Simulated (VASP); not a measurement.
# SnO (P4/nmm) in VASP: notebook, part 2 of 3

VASP 6.6.1.

## (3) Single point, r2SCAN

This run uses another cell than the first one, of 14.54 Å³/atom, 1.101 times its volume.

File POSCAR:

```
SnO
1.0
    3.6742028091      0.0000000000      0.0000000000
    0.0000000000      3.6742028091      0.0000000000
    0.0000000000      0.0000000000      4.3094730757
Sn O
2 2
Direct
    0.0000000000      0.5000000000      0.2682488773
    0.5000000000      0.0000000000      0.7317511227
    0.5000000000      0.5000000000      0.0000000000
    0.0000000000      0.0000000000      0.0000000000
```

File INCAR.step1:

```
SYSTEM = SnO
  PREC = Accurate
  ENCUT = 520
  ISMEAR = 0
  SIGMA = 0.1
  LREAL = .FALSE.
  LASPH = .TRUE.
  NELM = 60
  NBANDS = 28
  GGA = PE
  ALGO = Normal
  EDIFF = 1E-4
  LWAVE = .TRUE.
  LCHARG = .FALSE.
```

File INCAR.step2:

```
SYSTEM = SnO
  PREC = Accurate
  ENCUT = 520
  EDIFF = 1E-6
  ISMEAR = 0
  SIGMA = 0.1
  LREAL = .FALSE.
  LASPH = .TRUE.
  NELM = 60
  ALGO = Normal
  ISIF = 2
  LWAVE = .FALSE.
  LCHARG = .FALSE.
  METAGGA = R2SCAN
  LMIXTAU = .TRUE.
  NBANDS = 28
  ISTART = 1
```

File KPOINTS:

```
regular mesh
0
G
  12 12 10
  0 0 0
```

Potentials or basis: VASP PAW PBE potentials, release 64 (Sn_d, O).

On the command line:

```bash
$ cat potpaw_PBE.64/Sn_d/POTCAR potpaw_PBE.64/O/POTCAR > POTCAR
$ cp INCAR.step1 INCAR
$ mpirun -np 1 vasp_std > vasp.out
$ cp INCAR.step2 INCAR
$ mpirun -np 1 vasp_std > vasp.out
```

OUTCAR:

```text
SYSTEM = SnO
   PREC = Accurate
   ENCUT = 520
   EDIFF = 1E-6
   ISMEAR = 0
   LREAL = .FALSE.
   LASPH = .TRUE.
   NELM = 60
   ISIF = 2
   METAGGA = R2SCAN
   ISTART = 1

 ion  position               nearest neighbor table
   1  0.000  0.500  0.268-   3 2.17   4 2.17   4 2.17   3 2.17   2 3.28   2 3.28   2 3.28   2 3.28
                             2 3.48   2 3.48   2 3.48   2 3.48
   2  0.500  0.000  0.732-   3 2.17   4 2.17   3 2.17   4 2.17   1 3.28   1 3.28   1 3.28   1 3.28
                             1 3.48   1 3.48   1 3.48   1 3.48
   3  0.500  0.500  0.000-   1 2.17   2 2.17   2 2.17   1 2.17
   4  0.000  0.000  0.000-   1 2.17   2 2.17   1 2.17   2 2.17

  LATTYP: Found a simple tetragonal cell.
 ALAT       =     3.6742028091
 C/A-ratio  =     1.1729001635

  Lattice vectors:

 A1 = (   3.6742028091,   0.0000000000,   0.0000000000)
 A2 = (   0.0000000000,   3.6742028091,   0.0000000000)
 A3 = (   0.0000000000,   0.0000000000,   4.3094730757)

Analysis of symmetry for initial positions (statically):
=====================================================================
 Subroutine PRICEL returns:
 Original cell was already a primitive cell.

 Routine SETGRP: Setting up the symmetry group for a
 simple tetragonal supercell.

 Subroutine GETGRP returns: Found 16 space group operations
 (whereof  8 operations were pure point group operations)
 out of a pool of 16 trial point group operations.

The static configuration has the point symmetry D_2d.
 The point group associated with its full space group is D_4h.

Analysis of symmetry for dynamics (positions and initial velocities):
=====================================================================
 Subroutine PRICEL returns:
 Original cell was already a primitive cell.

 Routine SETGRP: Setting up the symmetry group for a
 simple tetragonal supercell.

 Subroutine GETGRP returns: Found 16 space group operations
 (whereof  8 operations were pure point group operations)
[... 126 lines left out ...]
     AMIX     =   0.40;   BMIX     =  1.00
     AMIX_MAG =   1.60;   BMIX_MAG =  1.00
  volume/ion in A,a.u.               =      14.54        98.15
  Fermi-wavevector in a.u.,A,eV,Ry     =   1.444923  2.730508 28.406275  2.087802
  Thomas-Fermi vector in A             =   2.563163
   LORBIT       =      0    0 simple, 1 ext, 2 COOP (PROOUT), +10 PAW based schemes
   METAGGA = R2SCAN    functional components
   LHFCALC =     F    Hartree Fock is set to
   AEXX    =    0.0000 exact exchange contribution
   IVDW    =     0    specifies the selected vdW correction
   LEPSILON=     F    determine dielectric tensor
   LRPA    =     F    only Hartree local field effects (RPA)
 non-spin polarized calculation
 Gauss-broadening in eV      SIGMA  =   0.10
  energy-cutoff  :      520.00
  volume of cell :       58.18
 maximum number of plane-waves:      1592
 NGX is ok and might be reduce to    28
   NGX = 13   NGY = 13   NGZ = 17

 number of electron      39.9999991 magnetization

 Free energy of the ion-electron system (eV)
  ---------------------------------------------------
  ext. energy  EPLUGINS =         0.00000000
  ---------------------------------------------------
  free energy    TOTEN  =       -66.51307436 eV

  energy without entropy =      -66.51208398  energy(sigma->0) =      -66.51257917

 E-fermi :   9.7115     XC(G=0): -12.1088

 val. band max:        9.6539991554   @ k =   0.1667   0.0000   0.0000
 cond. band min:       9.7565661018   @ k =   0.0833   0.0833   0.2000
 fundamental gap:      0.1025669464
 Fermi energy:         9.7114696573

 k-point     1 :       0.0000    0.0000    0.0000
  band No.  band energies     occupation
      1     -13.8185      2.00000
      2     -13.1074      2.00000
      3     -13.1074      2.00000
      4     -13.0538      2.00000
      5     -13.0318      2.00000
      6     -13.0203      2.00000
[... 733 lines left out ...]
     27      19.0835      0.00000
     28      19.6939      0.00000

 [... further k-points ...]

------------------------ aborting loop because EDIFF is reached ----------------------------------------

  FORCE on cell =-STRESS in cart. coord.  units (eV):
  Direction    XX          YY          ZZ          XY          YZ          ZX
  --------------------------------------------------------------------------------------
  -------------------------------------------------------------------------------------
  Total        4.6940421      4.6940421      4.6653749      0.0000000      0.0000000      0.0000000
  in kB      129.2727961    129.2727961    128.4833084      0.0000000      0.0000000      0.0000000
  external PRESSURE =     129.0096336 kB  Pullay stress =       0.0000000 kB

 VOLUME and BASIS-vectors are now :
 -----------------------------------------------------------------------------
  energy-cutoff  :      520.00
  volume of cell :       58.18
      direct lattice vectors                 reciprocal lattice vectors
     3.674202809  0.000000000  0.000000000     0.272167883  0.000000000  0.000000000
     0.000000000  3.674202809  0.000000000     0.000000000  0.272167883  0.000000000
     0.000000000  0.000000000  4.309473076     0.000000000  0.000000000  0.232046931

 POSITION                                       TOTAL-FORCE (eV/Angst)
 -----------------------------------------------------------------------------------
      0.00000      1.83710      1.15601         0.000000      0.000000      0.157195
      1.83710      0.00000      3.15346        -0.000000      0.000000     -0.157195
      1.83710      1.83710      0.00000        -0.000000      0.000000      0.000000
      0.00000      0.00000      0.00000         0.000000     -0.000000      0.000000
 -----------------------------------------------------------------------------------
    total drift:                                0.000000      0.000000      0.000000

  FREE ENERGIE OF THE ION-ELECTRON SYSTEM (eV)
  ---------------------------------------------------
  free  energy   TOTEN  =       -66.5130743589 eV

  energy  without entropy=      -66.5120839812  energy(sigma->0) =      -66.51257917
```

OUTCAR.step1:

```text
SYSTEM = SnO
   PREC = Accurate
   ENCUT = 520
   ISMEAR = 0
   LREAL = .FALSE.
   LASPH = .TRUE.
   NELM = 60
[... 977 lines left out ...]
      1.83710      0.00000      3.15346        -0.000000      0.000000     -0.620790
      1.83710      1.83710      0.00000        -0.000000      0.000000      0.000000
      0.00000      0.00000      0.00000         0.000000     -0.000000      0.000000
 -----------------------------------------------------------------------------------
    total drift:                                0.000000      0.000000      0.000000

  FREE ENERGIE OF THE ION-ELECTRON SYSTEM (eV)
  ---------------------------------------------------
  free  energy   TOTEN  =       -22.1203068871 eV

  energy  without entropy=      -22.1185825708  energy(sigma->0) =      -22.11944473
```

OSZICAR.step1:

```text
N       E                     dE             d eps       ncg     rms          rms(c)
DAV:   1     0.420845572396E+03    0.42085E+03   -0.19942E+04  9852   0.234E+03
DAV:   2     0.354530935043E+02   -0.38539E+03   -0.36969E+03  9604   0.560E+02
DAV:   3    -0.230130786978E+02   -0.58466E+02   -0.57481E+02 10684   0.181E+02
DAV:   4    -0.255287932505E+02   -0.25157E+01   -0.25031E+01 11048   0.395E+01
DAV:   5    -0.255855170678E+02   -0.56724E-01   -0.56710E-01 10448   0.637E+00    0.117E+01
DAV:   6    -0.220957636691E+02    0.34898E+01   -0.13724E+01 15296   0.438E+01    0.478E+00
DAV:   7    -0.221385953184E+02   -0.42832E-01   -0.16793E+00 10416   0.811E+00    0.246E+00
DAV:   8    -0.221277880834E+02    0.10807E-01   -0.23679E-01 13000   0.372E+00    0.791E-01
DAV:   9    -0.221196259745E+02    0.81621E-02   -0.42744E-02 14904   0.258E+00    0.209E-01
DAV:  10    -0.221203957988E+02   -0.76982E-03   -0.51900E-03 12568   0.694E-01    0.877E-02
DAV:  11    -0.221203068871E+02    0.88912E-04   -0.73736E-04 13728   0.298E-01
   1 F= -.22120307E+02 E0= -.22119445E+02  d E =-.172432E-02
```

Wall time 22 min (1 thread of AMD EPYC 7R13, shared host); peak memory 0.31 GiB.

What came out:

```
Free energy            : -66.5131 eV
Pressure               : 12.9 GPa
Largest force          : 0.157 eV/Å
Band gap on the k mesh : zero (band 20 reaches 9.99 eV, above the bottom of band 21 at 8.77 eV)
```

Forces in eV/Å, atoms in the order of the input:
```
Sn   0.000  0.000  0.157
Sn   0.000  0.000 -0.157
O    0.000  0.000  0.000
O    0.000  0.000  0.000
```

Caveat: the PAW data sets were made with another functional, which shifts forces and pressure a little; spin-orbit coupling is left out, which moves the levels of the heavy elements.

## (4) Single point, r2SCAN (biaxial strain in the a-b plane: -6.0 %)

File POSCAR:

```
SnO
1.0
    3.5793717692      0.0000000000      0.0000000000
    0.0000000000      3.5793717692      0.0000000000
    0.0000000000      0.0000000000      5.1138267401
Sn O
2 2
Direct
    0.0000000000      0.5000000000      0.2301408507
    0.5000000000      0.0000000000      0.7698591493
    0.5000000000      0.5000000000      0.0000000000
    0.0000000000      0.0000000000      0.0000000000
```

File INCAR.step1:

```
SYSTEM = SnO
PREC = Accurate ; ENCUT = 520
ISMEAR = 0 ; SIGMA = 0.01
LREAL = .False. ; LASPH = .True.
NELM = 80 ; NBANDS = 28
GGA = PE ; ALGO = Normal
EDIFF = 1E-4 ; LWAVE = .True.
LCHARG = .False.
```

File INCAR.step2:

```
SYSTEM = SnO
PREC = Accurate ; ENCUT = 520
EDIFF = 1E-6 ; ISMEAR = 0
SIGMA = 0.01 ; LREAL = .False.
LASPH = .True. ; NELM = 80
ALGO = Normal ; ISIF = 2
LWAVE = .False. ; LCHARG = .False.
METAGGA = R2SCAN ; LMIXTAU = .True.
NBANDS = 28 ; ISTART = 1
```

File KPOINTS:

```
Automatic mesh
0
Gamma
  10 10 8
  0 0 0
```

On the command line:

```bash
$ cat potpaw_PBE.64/Sn_d/POTCAR potpaw_PBE.64/O/POTCAR > POTCAR
$ cp INCAR.step1 INCAR
$ mpirun -np 1 vasp_std > vasp.out
$ cp INCAR.step2 INCAR
$ mpirun -np 1 vasp_std > vasp.out
```

It took 6.8 min on 1 thread of Intel Xeon 6975P-C, shared host; peak memory 0.29 GiB.

The run converged. Its results:

- Free energy: -66.4766 eV
- Pressure: 14.5 GPa
- Largest force: 1.283 eV/Å
- Band gap on the k mesh: zero (band 20 reaches 8.54 eV, above the bottom of band 21 at 8.40 eV)

Forces in eV/Å, atoms in the order of the input:
```
Sn   0.000  0.000  1.283
Sn   0.000  0.000 -1.283
O    0.000  0.000  0.000
O    0.000  0.000  0.000
```

Stress tensor (GPa, compression positive):
```
18.05  0.00  0.00
 0.00 18.05  0.00
 0.00  0.00  7.44
```

Levels at points of the mesh, in eV from the Fermi level:
| k point | band 17 | band 18 | band 19 | band 20 | band 21 | band 22 | band 23 | band 24 |
| --- | --- | --- | --- | --- | --- | --- | --- | --- |
| (0.00, 0.00, 0.00) | -4.77 | -4.08 | -4.08 | 0.06 | 2.82 | 3.81 | 5.27 | 5.27 |
| (0.50, 0.00, 0.00) | -6.09 | -6.09 | -3.65 | -3.65 | 2.85 | 2.85 | 6.63 | 6.63 |
| (0.50, 0.50, 0.00) | -3.35 | -3.35 | -2.46 | -2.46 | -0.08 | -0.08 | 4.05 | 4.05 |
| (0.00, 0.00, 0.50) | -4.09 | -4.09 | -3.76 | -3.65 | 2.46 | 3.38 | 3.38 | 4.58 |
| (0.50, 0.00, 0.50) | -6.07 | -6.07 | -2.65 | -2.65 | 2.03 | 2.03 | 6.29 | 6.29 |
| (0.50, 0.50, 0.50) | -3.35 | -3.35 | -3.04 | -3.04 | 2.05 | 2.05 | 3.59 | 3.59 |

Caveat: the cell differs from its parent crystal (biaxial strain in the a-b plane: -6.0 %); the PAW data sets were made with another functional, which shifts forces and pressure a little; spin-orbit coupling is left out, which moves the levels of the heavy elements.

(Continued in part 3 of 3.)
